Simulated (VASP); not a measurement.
Crystal: BN.

```xyz
2
Lattice="-0.0368 1.7680 1.7680 1.7680 -0.0368 1.7680 1.7680 1.7680 -0.0368" Properties=species:S:1:pos:R:3 pbc="T T T"
B    -0.0013   -0.0013   -0.0013
N     0.8761    0.8761    0.8761
```

This cell differs from its parent crystal: strain along [111] -3.1%.

Base run:

```yaml
Program: VASP 6.6.1
Functional: r2SCAN
Potentials_or_basis: VASP PAW PBE potentials, release 64 (B, N)
Cutoff: 520 eV
k_mesh: 12 × 12 × 12
Occupations: gaussian, width 0.01 eV
Spin: no spin polarisation
```

Its results: band gap on the k mesh 4.87 eV, indirect (least direct gap 9.31 eV); pressure 14.6 GPa; largest force 0.008 eV/Å.

The run is repeated on the same cell with these changes: functional from r2SCAN to PBE; occupations from gaussian, width 0.01 eV to fermi-dirac, width 0.02 eV. What comes out?

Band gap on the k mesh 4.35 eV, indirect (least direct gap 8.61 eV); pressure 18.3 GPa; largest force 0.048 eV/Å.

Caveats: the PAW data sets were made with another functional, which shifts forces and pressure a little (some runs).

A k mesh can miss the band edges.
